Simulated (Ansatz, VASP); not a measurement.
**BiTe in VASP and in Ansatz**

```
Bi Te
1.0
     2.39925    1.38521    3.19511
    -2.39925    1.38521    3.19511
     0.00000   -2.77041    3.19511
Bi Te
1 1
Direct
  0.50000 0.50000 0.50000
  0.00000 0.00000 0.00000
```

Alike in both runs: functional PBEsol; k mesh 12 × 12 × 12; occupations gaussian, width 0.1 eV; no spin polarisation.

Ansatz relaxed the structure, and its values are those at the end. VASP's run is a single point on that final structure, the one shown.

```csv
,VASP,Ansatz
version,VASP 6.6.1,Ansatz 0.2.0
potentials or method,"VASP PAW PBE potentials, release 64 (Bi_d, Te), cutoff 500 eV","scalar-relativistic, plane waves, PAW"
valence electrons in the cell,21,31
```

|  | VASP | Ansatz | Ansatz less VASP |
| --- | --- | --- | --- |
| gap on the k mesh at the Fermi level (eV) | none | none | - |
| pressure (GPa) | 0.0 | 0.0 | +0.01 |

VASP's potentials were made for PBE, not for PBEsol. A gap of «none» marks a metal or a gap that the smearing closes. The functional is the same, so the differences come from potentials, cutoffs and numerics. VASP's potentials hold 21 valence electrons a cell and Ansatz's 31, so a difference there can come from the potentials and not from the codes.

Spin-orbit coupling is off throughout.
